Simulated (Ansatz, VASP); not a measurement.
Two plane-wave programs on In4TeS

```
In Te S
1.0
     5.00713   -5.19519    0.00000
     5.00713    5.19519    0.00000
     0.00000    0.00000    4.57838
In Te S
4 1 1
Direct
  0.82194 0.17806 0.50000
  0.28401 0.28401 0.00000
  0.71599 0.71599 0.00000
  0.17806 0.82194 0.50000
  0.50000 0.50000 0.50000
  0.00000 0.00000 0.00000
```

Change from the starting cell: species swapped into the CaPbI4 type (Cmmm, No. 65).

Alike in both runs: functional PBE; k mesh 4 × 4 × 4; occupations gaussian, width 0.1 eV; no spin polarisation.

Ansatz relaxed the structure, and its values are those at the end. VASP's run is a single point on that final structure, the one shown.

|  | VASP | Ansatz |
| --- | --- | --- |
| version | VASP 6.6.1 | Ansatz 0.2.0 |
| potentials or method | VASP PAW PBE potentials, release 64 (In_d, Te, S), cutoff 520 eV | scalar-relativistic, plane waves, PAW |
| valence electrons in the cell | 64 | 74 |

VASP gave:

| Quantity | Value |
| --- | --- |
| gap on the k mesh at the Fermi level (eV) | none |
| pressure (GPa) | 0.0 |
| rms of the force components (eV/Å) | 0.013 |

**Question.** Estimate Ansatz's values.

**Answer.** gap on the k mesh at the Fermi level (eV): none; pressure (GPa): 0.1; rms of the force components (eV/Å): 0.013.

A gap of «none» marks a metal or a gap that the smearing closes. VASP's potentials hold 64 valence electrons a cell and Ansatz's 74, so a difference there can come from the potentials and not from the codes.

Neither program's run includes spin-orbit coupling.
